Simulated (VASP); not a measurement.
# CaO (Cmcm) in VASP: notebook

Runs on CaO. Level: PBEsol. Tasks: single point.

Everything below comes from runs of VASP 6.6.1. Logs are shortened: lines on timing, memory, paths and dates and some standing lists are left out, and cuts for length are marked.

### Step 1. The cell of the first run

The structure is orthorhombic, space group Cmcm (No. 63). The conventional cell has a = 4.012 Å, b = 6.880 Å, c = 4.785 Å, α = 90.00°, β = 90.00°, γ = 90.00°. Ca (site symmetry m2m) has 5 O at 2.29 to 2.39 Å within 3.0 Å. Within 3.0 Å of O (site symmetry m2m) lie 5 Ca at 2.29 to 2.39 Å.

### Step 2. Single point, PBEsol (strain +0.0050 x Voigt [1, -1, 0, 0, 0, 0])

INCAR reads:

```
SYSTEM = CaO
ALGO = Normal ; EDIFF = 1E-7
ENCUT = 520 ; GGA = PS
ISIF = 2 ; ISMEAR = 0
LASPH = .TRUE. ; LCHARG = .FALSE.
LREAL = .FALSE. ; LWAVE = .FALSE.
NBANDS = 24 ; NELM = 100
PREC = Accurate ; SIGMA = 0.05
```

KPOINTS reads:

```
k-points
0
G
  9 9 6
  0 0 0
```

POSCAR reads:

```
CaO
1.0
    4.0119357036      0.0000000000      0.0000000000
   -2.0059678518      3.4398667129      0.0000000000
    0.0000000000      0.0000000000      4.7848400100
Ca O
2 2
Direct
    0.3333333333      0.6666666667      0.7500000000
    0.6666666667      0.3333333333      0.2500000000
    0.3333333333      0.6666666667      0.2500000000
    0.6666666667      0.3333333333      0.7500000000
```

Potentials or basis: VASP PAW PBE potentials, release 64 (Ca_sv, O).

Command:

```sh
cat potpaw_PBE.64/Ca_sv/POTCAR potpaw_PBE.64/O/POTCAR > POTCAR
mpirun -np 1 vasp_std > vasp.out
```

OUTCAR:

```text
SYSTEM = CaO
   EDIFF = 1E-7
   ENCUT = 520
   GGA = PS
   ISIF = 2
   ISMEAR = 0
   LASPH = .TRUE.
   LREAL = .FALSE.
   NELM = 100
   PREC = Accurate

 ion  position               nearest neighbor table
   1  0.333  0.667  0.750-   4 2.29   4 2.31   4 2.31   3 2.39   3 2.39
   2  0.667  0.333  0.250-   3 2.29   3 2.31   3 2.31   4 2.39   4 2.39
   3  0.333  0.667  0.250-   2 2.29   2 2.31   2 2.31   1 2.39   1 2.39
   4  0.667  0.333  0.750-   1 2.29   1 2.31   1 2.31   2 2.39   2 2.39

  Warning from LATTYP: Monoclinic adjustment (A1->A3, A2->A1, A3->A2)!
  LATTYP: Found a base centered orthorhombic cell.
 ALAT       =     4.0119357036
 B/A-ratio  =     1.7148164712
 C/A-ratio  =     1.1926512196

  Lattice vectors:

 A1 = (   2.0059678518,  -3.4398667129,   0.0000000000)
 A2 = (   2.0059678518,   3.4398667129,   0.0000000000)
 A3 = (   0.0000000000,   0.0000000000,   4.7848400100)

Analysis of symmetry for initial positions (statically):
=====================================================================
 Subroutine PRICEL returns:
 Original cell was already a primitive cell.

 Routine SETGRP: Setting up the symmetry group for a
 base centered orthorhombic supercell.

 Subroutine GETGRP returns: Found  8 space group operations
 (whereof  4 operations were pure point group operations)
 out of a pool of  8 trial point group operations.

The static configuration has the point symmetry C_2h.
 The point group associated with its full space group is D_2h.

Analysis of symmetry for dynamics (positions and initial velocities):
=====================================================================
 Subroutine PRICEL returns:
 Original cell was already a primitive cell.

 Routine SETGRP: Setting up the symmetry group for a
 base centered orthorhombic supercell.

 Subroutine GETGRP returns: Found  8 space group operations
 (whereof  4 operations were pure point group operations)
 out of a pool of  8 trial point group operations.

The dynamic configuration has the point symmetry C_2h.
 The point group associated with its full space group is D_2h.

 Subroutine INISYM returns: Found  8 space group operations
 (whereof  4 operations are pure point group operations),
 and found     1 'primitive' translations

----------------------------------------------------------------------------------------

                                     Primitive cell

  volume of cell :      66.0333
[... 87 lines left out ...]
   ISPIN  =      1    spin polarized calculation?
   LNONCOLLINEAR =      F non collinear calculations
   LSORBIT =      F    spin-orbit coupling
   LASPH  =      T    aspherical Exc in radial PAW
   ENCUT  =  520.0 eV  38.22 Ry    6.18 a.u.   7.46  7.40  8.90*2*pi/ulx,y,z
   NELM   =    100;   NELMIN=  2; NELMDL= -5     # of ELM steps
   EDIFF  = 0.1E-06   stopping-criterion for ELM
   LREAL  =      F    real-space projection
   EDIFFG = 0.1E-05   stopping-criterion for IOM
   NSW    =      0    number of steps for IOM
   IBRION =     -1    ionic relax: 0-MD 1-quasi-New 2-CG
   NFREE  =      0    steps in history (QN), initial steepest desc. (CG)
   ISIF   =      2    stress and relaxation
   ISYM   =      2    0-nonsym 1-usesym 2-fastsym
   POTIM  = 0.5000    time-step for ionic-motion
   TEBEG  =    0.0;   TEEND  =   0.0 temperature during run
   PSTRESS=    0.0 pullay stress
   NELECT =      32.0000    total number of electrons
   NUPDOWN=      -1.0000    fix difference up-down
   EMIN   =  10.00;   EMAX   =-10.00  energy-range for DOS
   EFERMI =   0.00;   METHOD = LEGACY
   ISMEAR =     0;   SIGMA  =   0.05  broadening in eV -4-tet -1-fermi 0-gaus
   EFERMI_NEDOS =   21; number of points for ismear=-14 and -15
   IALGO  =     38    algorithm
   IMIX   =      4    mixing-type and parameters
     AMIX     =   0.40;   BMIX     =  1.00
     AMIX_MAG =   1.60;   BMIX_MAG =  1.00
  volume/ion in A,a.u.               =      16.51       111.40
  Fermi-wavevector in a.u.,A,eV,Ry     =   1.285890  2.429980 22.497412  1.653513
  Thomas-Fermi vector in A             =   2.417997
   LORBIT       =      0    0 simple, 1 ext, 2 COOP (PROOUT), +10 PAW based schemes
   GGA     = PS    functional components
   LHFCALC =     F    Hartree Fock is set to
   AEXX    =    0.0000 exact exchange contribution
   IVDW    =     0    specifies the selected vdW correction
   LEPSILON=     F    determine dielectric tensor
   LRPA    =     F    only Hartree local field effects (RPA)
 non-spin polarized calculation
 Gauss-broadening in eV      SIGMA  =   0.05
  energy-cutoff  :      520.00
  volume of cell :       66.03
 maximum number of plane-waves:      1811
 NGX is ok and might be reduce to    30
   NGX = 15   NGY = 15   NGZ = 17

 number of electron      31.9999992 magnetization

 Free energy of the ion-electron system (eV)
  ---------------------------------------------------
  ext. energy  EPLUGINS =         0.00000000
  ---------------------------------------------------
  free energy    TOTEN  =       -26.45466008 eV

  energy without entropy =      -26.45466008  energy(sigma->0) =      -26.45466008

 E-fermi :   1.5283     XC(G=0):  -9.6426

 val. band max:        1.1942236090   @ k =   0.0000   0.0000   0.0000
 cond. band min:       4.2264459163   @ k =   0.0000   0.0000   0.0000
 fundamental gap:      3.0322223073
 Fermi energy:         1.5283368710

 k-point     1 :       0.0000    0.0000    0.0000
  band No.  band energies     occupation
      1     -36.2236      2.00000
      2     -36.0882      2.00000
      3     -17.6585      2.00000
      4     -17.4090      2.00000
      5     -17.4061      2.00000
      6     -17.2049      2.00000
[... 637 lines left out ...]
     23       9.6225      0.00000
     24       9.7598      0.00000

 [... further k-points ...]
[... 5 lines left out ...]
  --------------------------------------------------------------------------------------
  -------------------------------------------------------------------------------------
  Total       -0.9015945     -0.5727480     -0.8262136      0.0000000      0.0000000      0.0000000
  in kB      -21.8755436    -13.8966840    -20.0465636      0.0000000      0.0000000      0.0000000
  external PRESSURE =     -18.6062637 kB  Pullay stress =       0.0000000 kB

 VOLUME and BASIS-vectors are now :
 -----------------------------------------------------------------------------
  energy-cutoff  :      520.00
  volume of cell :       66.03
      direct lattice vectors                 reciprocal lattice vectors
     4.011935704  0.000000000  0.000000000     0.249256238  0.145354469  0.000000000
    -2.005967852  3.439866713  0.000000000     0.000000000  0.290708938  0.000000000
     0.000000000  0.000000000  4.784840010     0.000000000  0.000000000  0.208993404

 POSITION                                       TOTAL-FORCE (eV/Angst)
 -----------------------------------------------------------------------------------
     -0.00000      2.29324      3.58863         0.000000     -0.060226      0.000000
      2.00597      1.14662      1.19621        -0.000000      0.060226      0.000000
     -0.00000      2.29324      1.19621         0.000000     -0.045125      0.000000
      2.00597      1.14662      3.58863         0.000000      0.045125      0.000000
 -----------------------------------------------------------------------------------
    total drift:                               -0.000000      0.000000     -0.000000

  FREE ENERGIE OF THE ION-ELECTRON SYSTEM (eV)
  ---------------------------------------------------
  free  energy   TOTEN  =       -26.4546600759 eV

  energy  without entropy=      -26.4546600759  energy(sigma->0) =      -26.45466008
```

OSZICAR:

```text
N       E                     dE             d eps       ncg     rms          rms(c)
DAV:   1     0.320773319980E+03    0.32077E+03   -0.16471E+04  4800   0.133E+03
DAV:   2    -0.486720971766E+01   -0.32564E+03   -0.30719E+03  5632   0.386E+02
DAV:   3    -0.298806780582E+02   -0.25013E+02   -0.24845E+02  7744   0.103E+02
DAV:   4    -0.307711967462E+02   -0.89052E+00   -0.88912E+00  6888   0.170E+01
DAV:   5    -0.307930437384E+02   -0.21847E-01   -0.21846E-01  6768   0.191E+00    0.124E+01
DAV:   6    -0.266591540395E+02    0.41339E+01   -0.19570E+01  6952   0.285E+01    0.544E+00
DAV:   7    -0.265341240178E+02    0.12503E+00   -0.22632E+00  6376   0.985E+00    0.276E+00
DAV:   8    -0.264620456942E+02    0.72078E-01   -0.32488E-01  6128   0.435E+00    0.837E-01
DAV:   9    -0.264521720696E+02    0.98736E-02   -0.74968E-02  6416   0.166E+00    0.214E-01
DAV:  10    -0.264548902448E+02   -0.27182E-02   -0.77810E-03  5712   0.599E-01    0.118E-01
DAV:  11    -0.264547531749E+02    0.13707E-03   -0.37767E-03  6256   0.343E-01    0.799E-02
DAV:  12    -0.264546582523E+02    0.94923E-04   -0.62165E-04  5800   0.180E-01    0.859E-03
DAV:  13    -0.264546598245E+02   -0.15722E-05   -0.28785E-05  6560   0.391E-02    0.389E-03
DAV:  14    -0.264546602560E+02   -0.43151E-06   -0.21030E-06  7096   0.852E-03    0.149E-03
DAV:  15    -0.264546600942E+02    0.16180E-06   -0.19568E-07  5064   0.302E-03    0.375E-04
DAV:  16    -0.264546600759E+02    0.18275E-07   -0.13404E-08  3832   0.906E-04
   1 F= -.26454660E+02 E0= -.26454660E+02  d E =-.235153E-23
```

Wall time 2.2 min (1 thread of Oxide Virtual Turin-like, shared host); peak memory 0.23 GiB.

Results:

```yaml
Free_energy: -26.4547 eV
Pressure: -1.9 GPa
Largest_force: 0.060 eV/Å
Band_gap_on_the_k_mesh: 3.03 eV, direct
```

Forces on the atoms (eV/Å):
```
Ca   0.000 -0.060  0.000
Ca   0.000  0.060  0.000
O    0.000 -0.045  0.000
O    0.000  0.045  0.000
```

Stress tensor (GPa, compression positive):
```
-2.19  0.00  0.00
 0.00 -1.39  0.00
 0.00  0.00 -2.00
```

Levels at points of the mesh, in eV from the valence-band top:
```tsv
k point	band 13	band 14	band 15	band 16	band 17	band 18	band 19	band 20
(0.00, 0.00, 0.00)	-1.17	-1.15	-1.11	0.00	3.03	6.08	6.10	7.68
(0.00, 0.00, 0.50)	-1.31	-1.31	-1.30	-1.30	4.86	4.86	7.75	7.75
```

Caveat: the cell differs from its parent crystal (strain +0.0050 x Voigt [1, -1, 0, 0, 0, 0]); the PAW data sets were made with another functional, which shifts forces and pressure a little. A k mesh can miss the band edges.

### Step 3. Single point, PBEsol (strain -0.0050 x Voigt [1, -1, 0, 0, 0, 0])

INCAR reads:

```
  PREC = Accurate
  ENCUT = 520
  EDIFF = 1E-6
  ISMEAR = 0
  SIGMA = 0.05
  LREAL = F
  LASPH = T
  NELM = 60
  ALGO = Normal
  ISIF = 2
  LWAVE = F
  LCHARG = F
  GGA = PS
  NBANDS = 24
```

KPOINTS reads:

```
Automatic mesh
0
Gamma
  9 9 6
```

POSCAR: that of step 2 with these lines changed.

```diff
@@ -2,4 +2,4 @@
 1.0
-    4.0119357036      0.0000000000      0.0000000000
-   -2.0059678518      3.4398667129      0.0000000000
+    3.9720159454      0.0000000000      0.0000000000
+   -1.9860079727      3.4744382377      0.0000000000
     0.0000000000      0.0000000000      4.7848400100
```

Potentials or basis: VASP PAW PBE potentials, release 64 (Ca_sv, O).

Command:

```sh
cat potpaw_PBE.64/Ca_sv/POTCAR potpaw_PBE.64/O/POTCAR > POTCAR
mpirun -np 1 vasp_std > vasp.out
```

OUTCAR:

```text
PREC = Accurate
   ENCUT = 520
   EDIFF = 1E-6
   ISMEAR = 0
   LREAL = F
   LASPH = T
   NELM = 60
   ISIF = 2
   GGA = PS

 ion  position               nearest neighbor table
   1  0.333  0.667  0.750-   4 2.30   4 2.30   4 2.32   3 2.39   3 2.39
   2  0.667  0.333  0.250-   3 2.30   3 2.30   3 2.32   4 2.39   4 2.39
   3  0.333  0.667  0.250-   2 2.30   2 2.30   2 2.32   1 2.39   1 2.39
   4  0.667  0.333  0.750-   1 2.30   1 2.30   1 2.32   2 2.39   2 2.39

  LATTYP: Found a base centered orthorhombic cell.
[... 844 lines left out ...]
     24       9.7530      0.00000

 [... further k-points ...]
[... 5 lines left out ...]
  --------------------------------------------------------------------------------------
  -------------------------------------------------------------------------------------
  Total       -0.5806408     -0.9046558     -0.8317768      0.0000000      0.0000000      0.0000000
  in kB      -14.0881889    -21.9498205    -20.1815446      0.0000000      0.0000000      0.0000000
  external PRESSURE =     -18.7398513 kB  Pullay stress =       0.0000000 kB

 VOLUME and BASIS-vectors are now :
 -----------------------------------------------------------------------------
  energy-cutoff  :      520.00
  volume of cell :       66.03
      direct lattice vectors                 reciprocal lattice vectors
     3.972015945  0.000000000  0.000000000     0.251761326  0.143908156  0.000000000
    -1.986007973  3.474438238  0.000000000     0.000000000  0.287816312  0.000000000
     0.000000000  0.000000000  4.784840010     0.000000000  0.000000000  0.208993404

 POSITION                                       TOTAL-FORCE (eV/Angst)
 -----------------------------------------------------------------------------------
     -0.00000      2.31629      3.58863         0.000000      0.058304      0.000000
      1.98601      1.15815      1.19621        -0.000000     -0.058304      0.000000
     -0.00000      2.31629      1.19621        -0.000000      0.043359      0.000000
      1.98601      1.15815      3.58863         0.000000     -0.043359      0.000000
 -----------------------------------------------------------------------------------
    total drift:                                0.000000     -0.000000      0.000000

  FREE ENERGIE OF THE ION-ELECTRON SYSTEM (eV)
  ---------------------------------------------------
  free  energy   TOTEN  =       -26.4546539636 eV

  energy  without entropy=      -26.4546539636  energy(sigma->0) =      -26.45465396
```

OSZICAR:

```text
N       E                     dE             d eps       ncg     rms          rms(c)
DAV:   1     0.321401308974E+03    0.32140E+03   -0.16380E+04  4800   0.133E+03
DAV:   2    -0.432908363675E+01   -0.32573E+03   -0.30781E+03  5624   0.388E+02
DAV:   3    -0.298592218712E+02   -0.25530E+02   -0.25356E+02  7736   0.104E+02
DAV:   4    -0.307713987004E+02   -0.91218E+00   -0.91066E+00  6840   0.172E+01
DAV:   5    -0.307930393797E+02   -0.21641E-01   -0.21640E-01  6760   0.193E+00    0.124E+01
DAV:   6    -0.266566228409E+02    0.41364E+01   -0.19579E+01  6984   0.285E+01    0.544E+00
DAV:   7    -0.265341957203E+02    0.12243E+00   -0.22779E+00  6328   0.984E+00    0.276E+00
DAV:   8    -0.264624644867E+02    0.71731E-01   -0.32816E-01  6192   0.437E+00    0.848E-01
DAV:   9    -0.264521797958E+02    0.10285E-01   -0.77110E-02  6400   0.169E+00    0.215E-01
DAV:  10    -0.264548986407E+02   -0.27188E-02   -0.79259E-03  5576   0.608E-01    0.121E-01
DAV:  11    -0.264547467478E+02    0.15189E-03   -0.39005E-03  6304   0.349E-01    0.803E-02
DAV:  12    -0.264546519096E+02    0.94838E-04   -0.62498E-04  5744   0.181E-01    0.911E-03
DAV:  13    -0.264546535676E+02   -0.16579E-05   -0.29936E-05  6776   0.393E-02    0.394E-03
DAV:  14    -0.264546539636E+02   -0.39608E-06   -0.17250E-06  5024   0.836E-03
   1 F= -.26454654E+02 E0= -.26454654E+02  d E =-.231989E-23
```

stdout:

```text
POSCAR found type information on POSCAR CaO
 POSCAR found :  2 types and       4 ions
 scaLAPACK will be used
 -----------------------------------------------------------------------------
|                                                                             |
|                                                                             |
|     You enforced a specific xc type in the INCAR file but a different       |
|     I HOPE YOU KNOW WHAT YOU ARE DOING!                                     |
|                                                                             |
 -----------------------------------------------------------------------------

 LDA part: xc-table for (Slater+PW92), standard interpolation
 POSCAR, INCAR and KPOINTS ok, starting setup
 FFT: planning ... GRIDC
 FFT: planning ... GRID_SOFT
 FFT: planning ... GRID
 WAVECAR not read
 entering main loop
```

Run time: 2.9 min. Hardware: 1 thread of Oxide Virtual Turin-like, shared host; peak memory 0.23 GiB.

Results:

| Property | Result |
| --- | --- |
| Free energy | -26.4547 eV |
| Pressure | -1.9 GPa |
| Largest force | 0.058 eV/Å |
| Band gap on the k mesh | 3.03 eV, direct |

Forces on the atoms (eV/Å):
```
Ca   0.000  0.058  0.000
Ca   0.000 -0.058  0.000
O    0.000  0.043  0.000
O    0.000 -0.043  0.000
```

Stress tensor (GPa, compression positive):
```
-1.41  0.00  0.00
 0.00 -2.19  0.00
 0.00  0.00 -2.02
```

Caveat: the cell differs from its parent crystal (strain -0.0050 x Voigt [1, -1, 0, 0, 0, 0]); the PAW data sets were made with another functional, which shifts forces and pressure a little. A k mesh can miss the band edges.
